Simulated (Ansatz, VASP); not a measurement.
# Hf3C2: VASP beside Ansatz

INCAR

```
SYSTEM = Hf3C2
PREC = Accurate
ENCUT = 600
EDIFF = 1E-6
ISMEAR = 0
SIGMA = 0.1
LREAL = .FALSE.
LASPH = .TRUE.
NELM = 100
ALGO = Normal
ISIF = 3
LWAVE = .FALSE.
LCHARG = .FALSE.
GGA = PE
IBRION = 2
NSW = 90
EDIFFG = -0.04
```

Contents of KPOINTS:

```
regular mesh
0
G
  4 4 4
  0 0 0
```

The input POSCAR:

```
Hf3C2
1.0
    5.5454929400      0.0000000000      0.0000000000
    0.0000000000      5.5454929400      0.0000000000
    0.0000000000      0.0000000000      5.5454929400
Hf C
6 4
Direct
    0.7362528200      0.5000000000      0.5000000000
    0.2637471800      0.5000000000      0.5000000000
    0.5000000000      0.7362528200      0.5000000000
    0.5000000000      0.2637471800      0.5000000000
    0.5000000000      0.5000000000      0.7362528200
    0.5000000000      0.5000000000      0.2637471800
    0.0000000000      0.5000000000      0.5000000000
    0.5000000000      0.0000000000      0.5000000000
    0.5000000000      0.5000000000      0.0000000000
    0.0000000000      0.0000000000      0.0000000000
```

Input for Ansatz:

```yaml
crystal:
  lattice:
    - [5.54549294, 0.0, 0.0]
    - [0.0, 5.54549294, 0.0]
    - [0.0, 0.0, 5.54549294]
  atoms:
    - { symbol: Hf, position: [0.73625282, 0.5, 0.5] }
    - { symbol: Hf, position: [0.26374718, 0.5, 0.5] }
    - { symbol: Hf, position: [0.5, 0.73625282, 0.5] }
    - { symbol: Hf, position: [0.5, 0.26374718, 0.5] }
    - { symbol: Hf, position: [0.5, 0.5, 0.73625282] }
    - { symbol: Hf, position: [0.5, 0.5, 0.26374718] }
    - { symbol: C, position: [0.0, 0.5, 0.5] }
    - { symbol: C, position: [0.5, 0.0, 0.5] }
    - { symbol: C, position: [0.5, 0.5, 0.0] }
    - { symbol: C, position: [0.0, 0.0, 0.0] }
basis:
  ecutwfc: 420
kpoints:
  mp_grid: { grid: [4, 4, 4] }
hamiltonian:
  xc: pbe
scf:
  occupations: { method: gaussian, width: 0.1 }
  lower_state_search: "off"
output:
  forces: true
  stress: true
  eigenvalues: true
relax:
  adjacent_minimum: "off"
  f_tol: 0.04
  max_steps: 70
  cell: { stress_tol: 0.4 }
```

Alike in both runs: task relaxation of cell and atoms; functional PBE; k mesh 4 × 4 × 4; occupations gaussian, width 0.1 eV; no spin polarisation.

|  | VASP | Ansatz |
| --- | --- | --- |
| version | VASP 6.6.1 | Ansatz 0.2.0 |
| potentials or method | VASP PAW PBE potentials, release 64 (Hf_pv, C), cutoff 600 eV | scalar-relativistic, plane waves, PAW |
| valence electrons in the cell | 76 | 172 |

|  | VASP | Ansatz | Ansatz less VASP |
| --- | --- | --- | --- |
| gap on the k mesh at the Fermi level, each at its own relaxed structure (eV) | none | none | - |
| relaxed volume (Å³/atom) | 55.45 | 58.81 | +3.354 |
| relaxed cell length with the largest relative difference (Å) | 8.216 | 8.378 | +0.1624 |

A gap of «none» marks a metal or a gap that the smearing closes. One of these differences is far larger than is usual between the two programs; its cause wasn't traced. VASP's potentials hold 76 valence electrons a cell and Ansatz's 172, so a difference there can come from the potentials and not from the codes.

Spin-orbit coupling is off throughout. Noted on VASP's run: the volume moved by over 15 % at a fixed basis, so the end points are rough.
